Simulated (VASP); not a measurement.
Set up this calculation in VASP 6.6.1, as the native input.

| Quantity | Value |
| --- | --- |
| Task | single point |
| Functional | r2SCAN |
| Potentials or basis | VASP PAW PBE potentials, release 64 (Ti_sv, O) |
| Cutoff | 520 eV |
| k mesh | 6 × 6 × 8 |
| Occupations | gaussian, width 0.05 eV |
| Spin | no spin polarisation |
| Hubbard terms | Ti d U = 4.0 eV |
| Dipole correction | no |
| Further INCAR settings | ALGO = Normal; EDIFF = 1e-06; NBANDS = 33 |

The system is TiO2.

```
Ti O
1.0
     4.59736    0.00000    0.00000
     0.00000    4.59736    0.00000
     0.00000    0.00000    2.99288
Ti O
2 4
Cartesian
  0.0000 0.0000 0.0000
  2.2987 2.2987 1.4964
  1.4559 1.3498 0.0000
  0.8428 3.6485 1.4964
  3.1415 3.2476 0.0000
  3.7546 0.9489 1.4964
```

This cell differs from its parent crystal: atoms displaced along a vibrational mode.

One way to write it, as run:

POSCAR

```
TiO2
1.0
    4.5973635523      0.0000000000      0.0000000000
    0.0000000000      4.5973635523      0.0000000000
    0.0000000000      0.0000000000      2.9928841877
Ti O
2 4
Direct
    0.0000000000      0.0000000000      0.0000000000
    0.5000000000      0.5000000000      0.5000000000
    0.3166756223      0.2936045695      0.0000000000
    0.1833243777      0.7936045695      0.5000000000
    0.6833243777      0.7063954305      0.0000000000
    0.8166756223      0.2063954305      0.5000000000
```

INCAR.step1

```
  PREC = Accurate
  ENCUT = 520
  ISMEAR = 0
  SIGMA = 0.05
  LREAL = F
  LASPH = T
  NELM = 150
  LMAXMIX = 4
  LDAU = T
  LDAUTYPE = 2
  LDAUL = 2 -1
  LDAUU = 4 0
  LDAUJ = 0 0
  NBANDS = 33
  GGA = PE
  ALGO = Normal
  EDIFF = 1E-4
  LWAVE = T
  LCHARG = F
```

INCAR.step2

```
  PREC = Accurate
  ENCUT = 520
  EDIFF = 1E-6
  ISMEAR = 0
  SIGMA = 0.05
  LREAL = F
  LASPH = T
  NELM = 150
  ALGO = Normal
  ISIF = 2
  LWAVE = F
  LCHARG = F
  LMAXMIX = 4
  LDAU = T
  LDAUTYPE = 2
  LDAUL = 2 -1
  LDAUU = 4 0
  LDAUJ = 0 0
  LDAUPRINT = 1
  METAGGA = R2SCAN
  LMIXTAU = T
  NBANDS = 33
  ISTART = 1
```

KPOINTS

```
Automatic mesh
0
Gamma
  6 6 8
```

Potentials or basis: VASP PAW PBE potentials, release 64 (Ti_sv, O).

Run with:

```bash
$ cat potpaw_PBE.64/Ti_sv/POTCAR potpaw_PBE.64/O/POTCAR > POTCAR
$ cp INCAR.step1 INCAR
$ mpirun -np 1 vasp_std > vasp.out
$ cp INCAR.step2 INCAR
$ mpirun -np 1 vasp_std > vasp.out
```

Results of the run:

```
Pressure               : 4.4 GPa
Largest force          : 0.142 eV/Å
Band gap on the k mesh : 2.80 eV (least direct gap 2.81 eV)
```

Caveat: the cell differs from its parent crystal (atoms displaced along a vibrational mode); the cell stands under pressure; the PAW data sets were made with another functional, which shifts forces and pressure a little.

Wall time 16 min on 1 thread of AMD EPYC 7R13 (shared host), peak memory 0.24 GiB.
